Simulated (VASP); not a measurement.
Input of a VASP 6.6.1 run:

The input INCAR:

```
SYSTEM = WC
PREC = Accurate
ENCUT = 910
EDIFF = 1E-6
ISMEAR = -1
SIGMA = 0.1
LREAL = .FALSE.
LASPH = .TRUE.
NELM = 120
ALGO = Normal
ISIF = 2
LWAVE = .FALSE.
LCHARG = .FALSE.
GGA = PE
NBANDS = 16
GGA_COMPAT = .FALSE.
```

The input KPOINTS:

```
Automatic mesh
0
G
  12 12 11
  0 0 0
```

File POSCAR:

```
WC
1.0
    2.9222371611      0.0000002928      0.0000000000
   -1.4611188341      2.5307314710      0.0000000000
    0.0000000000      0.0000000000      2.8466431432
W C
1 1
Direct
    0.0000000000      0.0000000000      0.0000000000
    0.6666666667      0.3333333333      0.5000000000
```

Potentials or basis: VASP PAW PBE potentials, release 64 (W_sv, C_h).

Command:

```sh
$ cat potpaw_PBE.64/W_sv/POTCAR potpaw_PBE.64/C_h/POTCAR > POTCAR
$ mpirun -np 1 vasp_std > vasp.out
```

Q: Predict the band gap on the k mesh.

A: Zero (band 9 reaches 11.83 eV, above the bottom of band 10 at 10.66 eV).

Q: Estimate the pressure.

A: 0.9 GPa.

Stress tensor (GPa, compression positive):
```
0.87 0.00 0.00
0.00 0.87 0.00
0.00 0.00 1.09
```

Caveat: the cutoff is under 1.25 times the usual one of these potentials, so pressure, stress and relaxed cells hold a basis-set (Pulay) error; spin-orbit coupling is left out, which moves the levels of the heavy elements.
